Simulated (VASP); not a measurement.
# V (P6_3/mmc) in VASP: further runs

The runs below take V through relaxation of cell and atoms, single point, with PBEsol.

All numbers are computed with VASP 6.6.1; they aren't measurements. Logs are shortened: lines on timing, memory, paths and dates and some standing lists are left out, and cuts for length are marked.

## 1. The cell of the first run

Symmetry: P6_3/mmc, No. 194, hexagonal system. The conventional cell has a = 2.350 Å, b = 2.350 Å, c = 3.807 Å, α = 90.00°, β = 90.00°, γ = 120.00°. V (site symmetry -6m2) has 12 V at 2.34 to 2.35 Å within 3.1 Å.

## 2. Relaxation of cell and atoms, PBEsol, target pressure 130 GPa, at which the enthalpy is minimised

Input file INCAR:

```
SYSTEM = V
PREC = Accurate
ENCUT = 600
EDIFF = 1E-6
ISMEAR = -1
SIGMA = 0.05
LREAL = .FALSE.
LASPH = .TRUE.
NELM = 60
ALGO = Normal
ISIF = 3
LWAVE = .FALSE.
LCHARG = .FALSE.
GGA = PS
IBRION = 2
NSW = 60
EDIFFG = -0.005
PSTRESS = 1300.0
```

Input file KPOINTS:

```
regular mesh
0
G
  19 19 10
  0 0 0
```

Input file POSCAR:

```
V
1.0
    2.3503029648      0.0000000000      0.0000000000
   -1.1751514824      2.0354220741      0.0000000000
    0.0000000000      0.0000000000      3.8074908029
V
2
Direct
    0.3333333333      0.6666666667      0.2500000000
    0.6666666667      0.3333333333      0.7500000000
```

Potentials or basis: VASP PAW PBE potentials, release 64 (V_sv).

Run with:

```bash
> cat potpaw_PBE.64/V_sv/POTCAR > POTCAR
> mpirun -np 1 vasp_std > vasp.out
```

OUTCAR:

```text
SYSTEM = V
   PREC = Accurate
   ENCUT = 600
   EDIFF = 1E-6
   ISMEAR = -1
   LREAL = .FALSE.
   LASPH = .TRUE.
   NELM = 60
   ISIF = 3
   GGA = PS
   IBRION = 2
   NSW = 60
   EDIFFG = -0.005
   PSTRESS = 1300.0

 ion  position               nearest neighbor table
   1  0.333  0.667  0.250-   2 2.34   2 2.34   2 2.34   2 2.34   2 2.34   2 2.34
   2  0.667  0.333  0.750-   1 2.34   1 2.34   1 2.34   1 2.34   1 2.34   1 2.34

  LATTYP: Found a hexagonal cell.
 ALAT       =     2.3503029648
 C/A-ratio  =     1.6200000000

  Lattice vectors:

 A1 = (   2.3503029648,   0.0000000000,   0.0000000000)
 A2 = (  -1.1751514824,   2.0354220741,   0.0000000000)
 A3 = (   0.0000000000,   0.0000000000,   3.8074908029)

Analysis of symmetry for initial positions (statically):
=====================================================================
 Subroutine PRICEL returns:
 Original cell was already a primitive cell.

 Routine SETGRP: Setting up the symmetry group for a
 hexagonal supercell.

 Subroutine GETGRP returns: Found 24 space group operations
 (whereof 12 operations were pure point group operations)
 out of a pool of 24 trial point group operations.

The static configuration has the point symmetry D_3d.
 The point group associated with its full space group is D_6h.

Analysis of symmetry for dynamics (positions and initial velocities):
=====================================================================
 Subroutine PRICEL returns:
 Original cell was already a primitive cell.

 Routine SETGRP: Setting up the symmetry group for a
 hexagonal supercell.

 Subroutine GETGRP returns: Found 24 space group operations
 (whereof 12 operations were pure point group operations)
 out of a pool of 24 trial point group operations.

The dynamic configuration has the point symmetry D_3d.
 The point group associated with its full space group is D_6h.

 Subroutine INISYM returns: Found 24 space group operations
 (whereof 12 operations are pure point group operations),
 and found     1 'primitive' translations

----------------------------------------------------------------------------------------

                                     Primitive cell

  volume of cell :      18.2145

  direct lattice vectors                    reciprocal lattice vectors
     2.350302965  0.000000000  0.000000000     0.425477062  0.245649296  0.000000000
    -1.175151482  2.035422074  0.000000000     0.000000000  0.491298592  0.000000000
[... 105 lines left out ...]
     AMIX_MAG =   1.60;   BMIX_MAG =  1.00
  volume/ion in A,a.u.               =       9.11        61.46
  Fermi-wavevector in a.u.,A,eV,Ry     =   1.843290  3.483312 46.228735  3.397716
  Thomas-Fermi vector in A             =   2.895014
   LORBIT       =      0    0 simple, 1 ext, 2 COOP (PROOUT), +10 PAW based schemes
   GGA     = PS    functional components
   LHFCALC =     F    Hartree Fock is set to
   AEXX    =    0.0000 exact exchange contribution
   IVDW    =     0    specifies the selected vdW correction
   LEPSILON=     F    determine dielectric tensor
   LRPA    =     F    only Hartree local field effects (RPA)
 conjugate gradient relaxation of ions
 non-spin polarized calculation
  energy-cutoff  :      600.00
  volume of cell :       18.21
 maximum number of plane-waves:       628
 NGX is ok and might be reduce to    20
   NGX =  9   NGY =  9   NGZ = 15

--------------------------------------- Ionic step        1  -------------------------------------------

 number of electron      25.9999993 magnetization

 Free energy of the ion-electron system (eV)
  ---------------------------------------------------
  ext. energy  EPLUGINS =         0.00000000
  ---------------------------------------------------
  free energy    TOTEN  =       -15.78965573 eV

  energy without entropy =      -15.77275459  energy(sigma->0) =      -15.78120516

------------------------ aborting loop because EDIFF is reached ----------------------------------------

  FORCE on cell =-STRESS in cart. coord.  units (eV):
  Direction    XX          YY          ZZ          XY          YZ          ZX
  --------------------------------------------------------------------------------------
  -------------------------------------------------------------------------------------
  Total       15.8046539     15.8046539     17.7003843     -0.0000000      0.0000000      0.0000000
  in kB     1390.2035113   1390.2035113   1556.9550943     -0.0000000      0.0000000      0.0000000
  external PRESSURE =     145.7873723 kB  Pullay stress =    1300.0000000 kB
[... 97 lines left out ...]
  energy  without entropy=      -16.2976936718  energy(sigma->0) =      -16.30714608

  enthalpy is  TOTEN    =        -1.0438078824 eV   P V=       15.2727906071

[... ionic steps 4 to 13 ...]

--------------------------------------- Ionic step       14  -------------------------------------------

 number of electron      26.0000006 magnetization

------------------------ aborting loop because EDIFF is reached ----------------------------------------
[... 71 lines left out ...]
--------------------------------------- Ionic step       16  -------------------------------------------

 number of electron      26.0000006 magnetization

 Free energy of the ion-electron system (eV)
  ---------------------------------------------------
  ext. energy  EPLUGINS =         0.00000000
  ---------------------------------------------------
  free energy    TOTEN  =       -16.26813324 eV

  energy without entropy =      -16.25080241  energy(sigma->0) =      -16.25946783

 E-fermi :  15.4952     XC(G=0): -15.2121

 val. band max:       15.4918797470   @ k =   0.0526   0.0000   0.2000
 cond. band min:      15.4981391693   @ k =   0.2632   0.2105   0.4000
 fundamental gap:      0.0062594223
 Fermi energy:        15.4951593679

 k-point     1 :       0.0000    0.0000    0.0000
  band No.  band energies     occupation
      1     -48.4095      2.00000
      2     -47.8961      2.00000
      3     -23.1988      2.00000
      4     -20.9711      2.00000
      5     -20.6241      2.00000
      6     -20.6241      2.00000
[... 457 lines left out ...]
      4     -22.6873      2.00000
      5     -22.1799      2.00000
      6     -21.3735      2.00000
[... 9 lines left out ...]
     16      18.6650      0.00000
     17      19.8953      0.00000

 [... further k-points ...]

------------------------ aborting loop because EDIFF is reached ----------------------------------------

  FORCE on cell =-STRESS in cart. coord.  units (eV):
  Direction    XX          YY          ZZ          XY          YZ          ZX
  --------------------------------------------------------------------------------------
  -------------------------------------------------------------------------------------
  Total       15.1029262     15.1029262     15.1065582      0.0000000      0.0000000      0.0000000
  in kB     1300.3122300   1300.3122300   1300.6249315      0.0000000      0.0000000      0.0000000
  external PRESSURE =       0.4164638 kB  Pullay stress =    1300.0000000 kB
[... 21 lines left out ...]
  energy  without entropy=      -16.2508024137  energy(sigma->0) =      -16.25946783

  enthalpy is  TOTEN    =        -1.1688335644 eV   P V=       15.0992996798

 reached required accuracy - stopping structural energy minimisation
```

OSZICAR:

```text
N       E                     dE             d eps       ncg     rms          rms(c)
DAV:   1     0.350645015750E+03    0.35065E+03   -0.17866E+04  8168   0.213E+03
DAV:   2    -0.638496976575E+01   -0.35703E+03   -0.35411E+03  8245   0.619E+02
DAV:   3    -0.171544574654E+02   -0.10769E+02   -0.10552E+02 10309   0.126E+02
[... 136 lines left out ...]
DAV:   1    -0.162687298517E+02    0.19208E-01   -0.16958E-02  8218   0.210E+00    0.389E-01
DAV:   2    -0.162681737100E+02    0.55614E-03   -0.20778E-03  8576   0.632E-01    0.570E-02
DAV:   3    -0.162681362303E+02    0.37480E-04   -0.14126E-04  8707   0.134E-01    0.445E-02
DAV:   4    -0.162681336536E+02    0.25767E-05   -0.18609E-05 10306   0.538E-02    0.955E-03
DAV:   5    -0.162681332442E+02    0.40941E-06   -0.47617E-06  7300   0.283E-02
  16 F= -.11688336E+01 E0= -.11601681E+01  d E =-.636727E-05
```

Wall time 11 min (1 thread of AMD EPYC 7R43 (Zen 3), shared host); peak memory 0.16 GiB.

Results:

| Item | Value |
| --- | --- |
| Free energy | -16.2681 eV |
| Relaxed volume | 9.30 Å³/atom |
| Relaxed cell | a = 2.276 Å, b = 2.276 Å, c = 4.148 Å, α = 90.00°, β = 90.00°, γ = 120.00° |
| Space group after relaxing (to 0.05 Å) | P6_3/mmc (No. 194) |
| Energy change on relaxing (the enthalpy is what falls) | -239.2 meV/atom |
| Ionic steps | 16 |
| Pressure after relaxing | 130.0 GPa |
| Band gap on the k mesh | zero (band 13 reaches 17.90 eV, above the bottom of band 14 at 14.36 eV) |

Step by step:
| step | energy change (eV) | largest force (eV/Å) | pressure (GPa) | volume (Å³) |
| --- | --- | --- | --- | --- |
| 1 | 0.0000 | 0.0000 | 144.58 | 18.21 |
| 2 | -1.6247 | 0.0000 | 81.67 | 20.47 |
| 3 | -0.5269 | 0.0000 | 124.90 | 18.82 |
| 4 | -0.6452 | 0.0000 | 122.64 | 18.87 |
| 5 | -0.3450 | 0.0000 | 126.14 | 18.77 |
| 6 | -0.6832 | 0.0000 | 121.86 | 18.88 |
| 7 | -0.6863 | 0.0000 | 121.78 | 18.87 |
| 8 | 0.4696 | 0.0000 | 166.04 | 17.59 |
| 9 | -0.4952 | 0.0000 | 129.28 | 18.63 |
| 10 | -0.4888 | 0.0000 | 129.40 | 18.62 |
| 11 | -0.4825 | 0.0000 | 129.65 | 18.61 |
| 12 | -0.4683 | 0.0000 | 130.36 | 18.60 |
| 13 | -0.4714 | 0.0000 | 130.22 | 18.60 |
| 14 | -0.4712 | 0.0000 | 130.27 | 18.60 |
| 15 | -0.4983 | 0.0000 | 129.08 | 18.63 |
| 16 | -0.4785 | 0.0000 | 130.04 | 18.61 |

Final structure:
```
CELL_PARAMETERS angstrom
2.27595 0.00000 0.00000
-1.13798 1.97103 0.00000
0.00000 0.00000 4.14827
ATOMIC_POSITIONS crystal
V 0.33333 0.66667 0.25000
V 0.66667 0.33333 0.75000
```

Levels at points of the mesh, in eV from the Fermi level:
| k point | band 11 | band 12 | band 13 | band 14 | band 15 | band 16 |
| --- | --- | --- | --- | --- | --- | --- |
| (0.00, 0.00, 0.00) | -1.38 | 0.15 | 0.15 | 0.70 | 0.70 | 1.09 |
| (0.00, 0.00, 0.50) | -1.72 | -1.72 | 0.22 | 0.22 | 0.22 | 0.22 |

Caveat: the cell is relaxed towards a set pressure, so the enthalpy falls and the energy may rise; the PAW data sets were made with another functional, which shifts forces and pressure a little.

(Continued in part 2 of 2.)
